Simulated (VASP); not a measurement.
## PtS2: relaxation of the atoms with PBE

PtS2:

```
Pt S
1.0
     3.58571    0.00000    0.00000
    -1.79286    3.10532    0.00000
     0.00000    0.00000    5.42948
Pt S
1 2
Cartesian
  0.0000 0.0000 0.0000
  0.0000 2.0702 1.0259
  1.7929 1.0351 4.4036
```

```yaml
Program: VASP 6.6.1
Task: relaxation of the atoms
Functional: PBE
Potentials_or_basis: VASP PAW PBE potentials, release 64 (Pt, S)
Cutoff: 520 eV
k_mesh: 12 × 12 × 6
Occupations: gaussian, width 0.05 eV
Spin: no spin polarisation
Dipole_correction: no
Further_INCAR_settings: ALGO = Normal; EDIFF = 1e-06; IBRION = 2; EDIFFG = -0.01; NSW = 50
```

```yaml
Energy_gained_by_relaxing: 159.3 meV/atom
Ionic_steps: 5
Pressure_after_relaxing: 0.4 GPa
Largest_force_after_relaxing: 0.009 eV/Å
Band_gap_on_the_k_mesh: 0.91 eV (least direct gap 1.13 eV)
```

Forces in eV/Å, atoms in the order of the input:
```
Pt   0.000  0.000  0.000
S    0.000  0.000 -0.009
S    0.000  0.000  0.009
```

Stress tensor (GPa, compression positive):
```
0.15 0.00 0.00
0.00 0.15 0.00
0.00 0.00 0.84
```

Step by step:
| step | energy change (eV) | largest force (eV/Å) | pressure (GPa) |
| --- | --- | --- | --- |
| 1 | 0.0000 | 2.5994 | 15.30 |
| 2 | -0.4263 | 0.8241 | 4.93 |
| 3 | -0.4779 | 0.0194 | 0.54 |
| 4 | -0.4778 | 0.0273 | 0.25 |
| 5 | -0.4779 | 0.0094 | 0.38 |

Final structure:
```
CELL_PARAMETERS angstrom
3.58571 0.00000 0.00000
-1.79286 3.10532 0.00000
0.00000 0.00000 5.42948
ATOMIC_POSITIONS crystal
Pt 0.00000 0.00000 0.00000
S 0.33333 0.66667 0.22388
S 0.66667 0.33333 0.77612
```

Levels at points of the mesh, in eV from the valence-band top:
```csv
k point,band 9,band 10,band 11,band 12,band 13,band 14
"(0.00, 0.00, 0.00)",-0.85,-0.85,-0.15,2.46,2.46,5.22
"(0.50, 0.00, 0.00)",-2.68,-2.53,-2.16,1.88,2.62,5.40
"(0.00, 0.00, 0.50)",-0.97,-0.96,-0.96,2.74,2.74,5.65
"(0.50, 0.00, 0.50)",-2.55,-2.37,-1.37,2.15,2.31,5.10
```

It took 97 s on 1 thread of Intel(R) Xeon(R) Platinum 8559C (Emerald Rapids), on a shared host, peak memory 0.24 GiB.

Caveat: spin-orbit coupling is left out, which moves the levels of the heavy elements; this functional lacks dispersion, which binds layers or chains, so the pressure and a relaxed spacing across them are unreliable. A k mesh can miss the band edges.
